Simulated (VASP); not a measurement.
KTaSe3, 5 atoms in the cell. The structure is cubic, space group Pm-3m (No. 221). Conventional cell: a = 5.165 Å, b = 5.165 Å, c = 5.165 Å, α = 90.00°, β = 90.00°, γ = 90.00°. Within 4.8 Å of K (site symmetry m-3m) lie 12 Se at 3.65 Å and 8 Ta at 4.47 Å. Ta (site symmetry m-3m) has 6 Se at 2.58 Å within 3.4 Å. Within 3.4 Å of Se (site symmetry 4/mmm) lie 2 Ta at 2.58 Å. 

| Quantity | Value |
| --- | --- |
| Program | VASP 6.6.1 |
| Task | single point |
| Functional | PBE |
| Potentials or basis | VASP PAW PBE potentials, release 64 (K_sv, Ta_pv, Se) |
| Cutoff | 520 eV |
| k mesh | 8 × 8 × 8 |
| Occupations | gaussian, width 0.1 eV |
| Spin | no spin polarisation |
| Dipole correction | no |
| Further INCAR settings | ALGO = Normal; EDIFF = 1e-06; NBANDS = 27 |

Potentials or basis: VASP PAW PBE potentials, release 64 (K_sv, Ta_pv, Se).

Run with:

```sh
$ cat potpaw_PBE.64/K_sv/POTCAR potpaw_PBE.64/Ta_pv/POTCAR potpaw_PBE.64/Se/POTCAR > POTCAR
$ mpirun -np 1 vasp_std > vasp.out
```

Hardware: 1 thread of Intel Xeon 8259CL, with other jobs on the host.

Task: Estimate the wall time of this run.

Result: Run time: 2.5 min on 1 thread of Intel Xeon 8259CL, on a shared host, peak memory 0.33 GiB. Counts: scf iterations 14, k points 35.
